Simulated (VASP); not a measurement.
# Zn6CO6F2 in VASP: further runs

The runs below take Zn6CO6F2 through single point, with PBE.

All numbers are computed with VASP 6.6.1; they aren't measurements. Logs are shortened: lines on timing, memory, paths and dates and some standing lists are left out, and cuts for length are marked.

### 1 The cell of the first run

The cell holds a slab with vacuum, 15 atoms: a = 5.804 Å, b = 6.208 Å, c = 17.587 Å, α = 90.00°, β = 90.00°, γ = 117.87°.

### 2 Single point, PBE

The input, INCAR:

```
ALGO = Normal ; EDIFF = 1E-6
ENCUT = 1010 ; GGA = PE
GGA_COMPAT = False ; ISIF = 2
ISMEAR = 0 ; LASPH = True
LCHARG = False ; LREAL = Auto
LWAVE = False ; NBANDS = 76
NELM = 120 ; NELMDL = -8
PREC = Accurate ; SIGMA = 0.02
```

The input, KPOINTS:

```
k-points
0
Gamma
  2 2 1
```

The input, POSCAR:

```
Zn6CO6F2
1.0
    5.8041020000      0.0000000000      0.0000000000
   -2.9020510000      5.4880210000      0.0000000000
    0.0000000000      0.0000000000     17.5870760000
Zn O C F
6 6 1 2
Direct
    0.3333333908      0.0000000000      0.0568599351
    0.3467152515      0.4794732017      0.0721716333
    0.9100573618      0.0493560429      0.1166816474
    0.8523528072      0.5134894710      0.1281919177
    0.4440822073      0.1325098792      0.2187716707
    0.4556103431      0.5781486623      0.2280819165
    0.1643335480      0.6659316719      0.0742751097
    0.1553369416      0.1701491303      0.0266901673
    0.6614437142      0.6998825260      0.1304913335
    0.6412947964      0.1594680487      0.1239342458
    0.3876584813      0.9456713085      0.3137188922
    0.2039281495      0.2524813589      0.1907504124
    0.4020413995      0.7540743740      0.3139147747
   -0.2592615657      0.4646336084      0.2523863546
    0.3699015333      0.6511130333      0.3831986056
```

Potentials or basis: VASP PAW PBE potentials, release 64 (Zn, O_h, C_h, F_h).

The run is started by

```bash
> cat potpaw_PBE.64/Zn/POTCAR potpaw_PBE.64/O_h/POTCAR potpaw_PBE.64/C_h/POTCAR potpaw_PBE.64/F_h/POTCAR > POTCAR
> mpirun -np 1 vasp_std > vasp.out
```

OUTCAR:

```text
EDIFF = 1E-6
   ENCUT = 1010
   GGA = PE
   ISIF = 2
   ISMEAR = 0
   LASPH = True
   LREAL = Auto
   NELM = 120
   NELMDL = -8
   PREC = Accurate

 ion  position               nearest neighbor table
   1  0.333  0.000  0.057-   7 1.86   8 1.87  10 1.98   3 2.82   5 2.95   2 2.95
   2  0.347  0.479  0.072-   8 1.89   7 1.90   9 1.98   3 2.80   6 2.82   1 2.95   4 3.01
   3  0.910  0.049  0.117-  10 1.98   9 1.98   8 2.02  12 2.05   2 2.80   1 2.82
   4  0.852  0.513  0.128-   7 1.86   9 1.94  10 1.95  14 2.26   5 2.92   2 3.01
   5  0.444  0.133  0.219-  12 1.93  11 1.97  10 1.99  14 2.06   6 2.74   4 2.92   1 2.95
   6  0.456  0.578  0.228-  13 1.97  12 1.97   9 2.02  14 2.12   5 2.74   2 2.82
   7  0.164  0.666  0.074-   1 1.86   4 1.86   2 1.90
   8  0.155  0.170  0.027-   1 1.87   2 1.89   3 2.02
   9  0.661  0.700  0.130-   4 1.94   3 1.98   2 1.98   6 2.02
  10  0.641  0.159  0.124-   4 1.95   1 1.98   3 1.98   5 1.99
  11  0.388  0.946  0.314-  13 1.23   5 1.97
  12  0.204  0.252  0.191-   5 1.93   6 1.97   3 2.05
  13  0.402  0.754  0.314-  11 1.23  15 1.35   6 1.97
  14  0.741  0.465  0.252-   5 2.06   6 2.12   4 2.26
  15  0.370  0.651  0.383-  13 1.35

  LATTYP: Found a base centered orthorhombic cell.
 ALAT       =     5.8041020000
 B/A-ratio  =     1.8910835819
 C/A-ratio  =     3.0301114625

  Lattice vectors:

 A1 = (   2.9020510000,  -5.4880210000,   0.0000000000)
 A2 = (   2.9020510000,   5.4880210000,   0.0000000000)
 A3 = (   0.0000000000,   0.0000000000,  17.5870760000)

Analysis of symmetry for initial positions (statically):
=====================================================================
 Subroutine PRICEL returns:
 Original cell was already a primitive cell.

 Routine SETGRP: Setting up the symmetry group for a
 base centered orthorhombic supercell.

 Subroutine GETGRP returns: Found  1 space group operations
 (whereof  1 operations were pure point group operations)
 out of a pool of  8 trial point group operations.

The static configuration has the point symmetry C_1 .

Analysis of symmetry for dynamics (positions and initial velocities):
=====================================================================
 Subroutine PRICEL returns:
 Original cell was already a primitive cell.

 Routine SETGRP: Setting up the symmetry group for a
 base centered orthorhombic supercell.

 Subroutine GETGRP returns: Found  1 space group operations
 (whereof  1 operations were pure point group operations)
 out of a pool of  8 trial point group operations.

The dynamic configuration has the point symmetry C_1 .

 Subroutine INISYM returns: Found  1 space group operations
 (whereof  1 operations are pure point group operations),
 and found     1 'primitive' translations

----------------------------------------------------------------------------------------

                                     Primitive cell

  volume of cell :     560.2017

  direct lattice vectors                    reciprocal lattice vectors
     5.804102000  0.000000000  0.000000000     0.172291941  0.091107523  0.000000000
    -2.902051000  5.488021000  0.000000000     0.000000000  0.182215046  0.000000000
     0.000000000  0.000000000 17.587076000     0.000000000  0.000000000  0.056859935

  length of vectors
     5.804102000  6.208081387 17.587076000     0.194897649  0.182215046  0.056859935

  position of ions in fractional coordinates (direct lattice)
     0.333333391  0.000000000  0.056859935
     0.346715252  0.479473202  0.072171633
     0.910057362  0.049356043  0.116681647
     0.852352807  0.513489471  0.128191918
     0.444082207  0.132509879  0.218771671
     0.455610343  0.578148662  0.228081917
     0.164333548  0.665931672  0.074275110
     0.155336942  0.170149130  0.026690167
     0.661443714  0.699882526  0.130491333
     0.641294796  0.159468049  0.123934246
     0.387658481  0.945671309  0.313718892
     0.203928150  0.252481359  0.190750412
     0.402041399  0.754074374  0.313914775
     0.740738434  0.464633608  0.252386355
     0.369901533  0.651113033  0.383198606

  ion indices of the primitive-cell ions
   primitive index   ion index
                 1           1
                 2           2
                 3           3
                 4           4
                 5           5
                 6           6
                 7           7
                 8           8
                 9           9
                10          10
                11          11
                12          12
                13          13
                14          14
                15          15

----------------------------------------------------------------------------------------

 KPOINTS: k-points

Automatic generation of k-mesh.
 Grid dimensions read from file:
 generate k-points for:    2    2    1

 Generating k-lattice:

  Cartesian coordinates                     Fractional coordinates (reciprocal lattice)
     0.086145971  0.045553762  0.000000000     0.500000000  0.000000000  0.000000000
     0.000000000  0.091107523  0.000000000     0.000000000  0.500000000  0.000000000
     0.000000000  0.000000000  0.056859935     0.000000000  0.000000000  1.000000000

  Length of vectors
     0.097448825  0.091107523  0.056859935

  Shift w.r.t. Gamma in fractional coordinates (k-lattice)
     0.000000000  0.000000000  0.000000000

 Subroutine IBZKPT returns following result:
 ===========================================

 Found      4 irreducible k-points:

 Following reciprocal coordinates:
            Coordinates               Weight
  0.000000  0.000000  0.000000      1.000000
  0.500000 -0.000000  0.000000      1.000000
  0.500000  0.500000  0.000000      1.000000
  0.000000  0.500000  0.000000      1.000000
   k-points           NKPTS =      4   k-points in BZ     NKDIM =      4   number of bands    NBANDS=     76
   number of dos      NEDOS =    301   number of ions     NIONS =     15
   total plane-waves  NPLWV = 737280
   dimension x,y,z NGX =    60 NGY =   64 NGZ =  192
   dimension x,y,z NGXF=   120 NGYF=  128 NGZF=  384
   ions per type =               6   6   1   2
   NGX,Y,Z   is equivalent  to a cutoff of  17.19, 17.14, 18.15 a.u.
   NGXF,Y,Z  is equivalent  to a cutoff of  34.37, 34.28, 36.30 a.u.
 SYSTEM =  unknown system
   PREC   = accura    normal or accurate (medium, high low for compatibility)
   ISTART =      0    job   : 0-new  1-cont  2-samecut
   ICHARG =      2    charge: 1-file 2-atom 10-const
   ISPIN  =      1    spin polarized calculation?
   LNONCOLLINEAR =      F non collinear calculations
   LSORBIT =      F    spin-orbit coupling
   LASPH  =      T    aspherical Exc in radial PAW
   ENCUT  = 1010.0 eV  74.23 Ry    8.62 a.u.  15.04 16.09 45.57*2*pi/ulx,y,z
   NELM   =    120;   NELMIN=  2; NELMDL= -8     # of ELM steps
   EDIFF  = 0.1E-05   stopping-criterion for ELM
   LREAL  =      T    real-space projection
   EDIFFG = 0.1E-04   stopping-criterion for IOM
   NSW    =      0    number of steps for IOM
   IBRION =     -1    ionic relax: 0-MD 1-quasi-New 2-CG
   NFREE  =      0    steps in history (QN), initial steepest desc. (CG)
   ISIF   =      2    stress and relaxation
   ISYM   =      2    0-nonsym 1-usesym 2-fastsym
   POTIM  = 0.5000    time-step for ionic-motion
   TEBEG  =    0.0;   TEEND  =   0.0 temperature during run
   PSTRESS=    0.0 pullay stress
   NELECT =     126.0000    total number of electrons
   NUPDOWN=      -1.0000    fix difference up-down
   EMIN   =  10.00;   EMAX   =-10.00  energy-range for DOS
   EFERMI =   0.00;   METHOD = LEGACY
   ISMEAR =     0;   SIGMA  =   0.02  broadening in eV -4-tet -1-fermi 0-gaus
   EFERMI_NEDOS =   21; number of points for ismear=-14 and -15
   IALGO  =     38    algorithm
   IMIX   =      4    mixing-type and parameters
     AMIX     =   0.40;   BMIX     =  1.00
     AMIX_MAG =   1.60;   BMIX_MAG =  1.00
  volume/ion in A,a.u.               =      37.35       252.03
  Fermi-wavevector in a.u.,A,eV,Ry     =   0.995597  1.881405 13.486274  0.991213
  Thomas-Fermi vector in A             =   2.127628
   LORBIT       =      0    0 simple, 1 ext, 2 COOP (PROOUT), +10 PAW based schemes
   GGA     = PE    functional components
   LHFCALC =     F    Hartree Fock is set to
   AEXX    =    0.0000 exact exchange contribution
   IVDW    =     0    specifies the selected vdW correction
   LEPSILON=     F    determine dielectric tensor
   LRPA    =     F    only Hartree local field effects (RPA)
 non-spin polarized calculation
 Gauss-broadening in eV      SIGMA  =   0.02
  energy-cutoff  :     1010.00
  volume of cell :      560.20
 maximum number of plane-waves:     40868
   NGX = 31   NGY = 33   NGZ = 91

 number of electron     126.0000004 magnetization

 Free energy of the ion-electron system (eV)
  ---------------------------------------------------
  ext. energy  EPLUGINS =         0.00000000
  ---------------------------------------------------
  free energy    TOTEN  =       -67.60570988 eV

  energy without entropy =      -67.60570988  energy(sigma->0) =      -67.60570988

 E-fermi :  -3.6998     XC(G=0):  -4.1504

 val. band max:       -3.8270644132   @ k =   0.0000   0.0000   0.0000
 cond. band min:      -2.0193061152   @ k =   0.0000   0.0000   0.0000
 fundamental gap:      1.8077582980
 Fermi energy:        -3.6997564105

 k-point     1 :       0.0000    0.0000    0.0000
  band No.  band energies     occupation
      1     -29.6449      2.00000
      2     -25.8389      2.00000
      3     -25.5660      2.00000
      4     -21.6072      2.00000
      5     -21.1631      2.00000
      6     -20.7921      2.00000
[... 67 lines left out ...]
     74       3.2118      0.00000
     75       3.8144      0.00000
[... 232 lines left out ...]
     74       3.5587      0.00000
     75       3.6303      0.00000
 [bands above 75 left out]

------------------------ aborting loop because EDIFF is reached ----------------------------------------

  FORCE on cell =-STRESS in cart. coord.  units (eV):
  Direction    XX          YY          ZZ          XY          YZ          ZX
  --------------------------------------------------------------------------------------
  -------------------------------------------------------------------------------------
  Total        5.2646860      5.8263526      0.5865720     -4.3130354     -0.0076462      0.0000045
  in kB       15.0570058     16.6633727      1.6775964    -12.3352844     -0.0218681      0.0000128
  external PRESSURE =      11.1326583 kB  Pullay stress =       0.0000000 kB

 VOLUME and BASIS-vectors are now :
 -----------------------------------------------------------------------------
  energy-cutoff  :     1010.00
  volume of cell :      560.20
      direct lattice vectors                 reciprocal lattice vectors
     5.804102000  0.000000000  0.000000000     0.172291941  0.091107523  0.000000000
    -2.902051000  5.488021000  0.000000000     0.000000000  0.182215046  0.000000000
     0.000000000  0.000000000 17.587076000     0.000000000  0.000000000  0.056859935

 POSITION                                       TOTAL-FORCE (eV/Angst)
 -----------------------------------------------------------------------------------
      1.93470      0.00000      1.00000         0.034694      0.021929     -0.014229
      0.62092      2.63136      1.26929         0.038334      0.002444     -0.003891
      5.13883      0.27087      2.05209         0.016361      0.001174      0.011410
      3.45697      2.81804      2.25452         0.002194     -0.008814      0.052558
      2.19295      0.72722      3.84755         0.007460     -0.025556      0.020651
      0.96659      3.17289      4.01129        -0.010334      0.026523      0.047377
     -0.97876      3.65465      1.30628         0.000856     -0.009718     -0.033310
      0.40781      0.93378      0.46940        -0.053454     -0.010795     -0.116470
      1.80799      3.84097      2.29496        -0.009720      0.033560     -0.014480
      3.25936      0.87516      2.17964         0.017113     -0.022698     -0.026004
     -0.49438      5.18986      5.51740         0.002572     -0.016887      0.035588
      0.45091      1.38562      3.35474        -0.083862     -0.028966     -0.011046
      0.14513      4.13838      5.52084        -0.018581      0.019760      0.020469
      2.95093      2.54992      4.43874         0.048493      0.031363      0.018077
      0.25738      3.57332      6.73934         0.007875     -0.013318      0.013302
 -----------------------------------------------------------------------------------
    total drift:                                0.003922     -0.009560     -0.001297

  FREE ENERGIE OF THE ION-ELECTRON SYSTEM (eV)
  ---------------------------------------------------
  free  energy   TOTEN  =       -67.6057098787 eV

  energy  without entropy=      -67.6057098787  energy(sigma->0) =      -67.60570988
```

Run time: 41 min. Hardware: 1 thread of AMD EPYC 7R43 (Zen 3), shared host; peak memory 1.4 GiB.

Results:

```yaml
Free_energy: -67.6057 eV
Largest_force: 0.129 eV/Å
Band_gap_on_the_k_mesh: 1.81 eV
```

Forces in eV/Å, atoms in the order of the input:
```
Zn   0.035  0.022 -0.014
Zn   0.038  0.002 -0.004
Zn   0.016  0.001  0.011
Zn   0.002 -0.009  0.053
Zn   0.007 -0.026  0.021
Zn  -0.010  0.027  0.047
O    0.001 -0.010 -0.033
O   -0.053 -0.011 -0.116
O   -0.010  0.034 -0.014
O    0.017 -0.023 -0.026
O    0.003 -0.017  0.036
O   -0.084 -0.029 -0.011
C   -0.019  0.020  0.020
F    0.048  0.031  0.018
F    0.008 -0.013  0.013
```

Levels at points of the mesh, in eV from the valence-band top:
```csv
k point,band 59,band 60,band 61,band 62,band 63,band 64,band 65,band 66,band 67,band 68
"(0.00, 0.00, 0.00)",-0.87,-0.70,-0.30,-0.25,0.00,1.81,3.07,4.14,5.15,5.41
"(0.50, 0.00, 0.00)",-1.00,-0.75,-0.51,-0.37,-0.25,3.03,3.57,4.14,4.40,5.50
"(0.50, 0.50, 0.00)",-0.99,-0.89,-0.75,-0.54,-0.20,2.98,3.58,3.85,4.58,5.23
"(0.00, 0.50, 0.00)",-0.87,-0.84,-0.54,-0.39,-0.18,2.93,3.47,3.86,4.48,5.17
```

Caveat: the k points lie up to 0.61 Å⁻¹ apart; there is no dipole correction, which matters where the two faces differ.

[end of part 1 of 3]
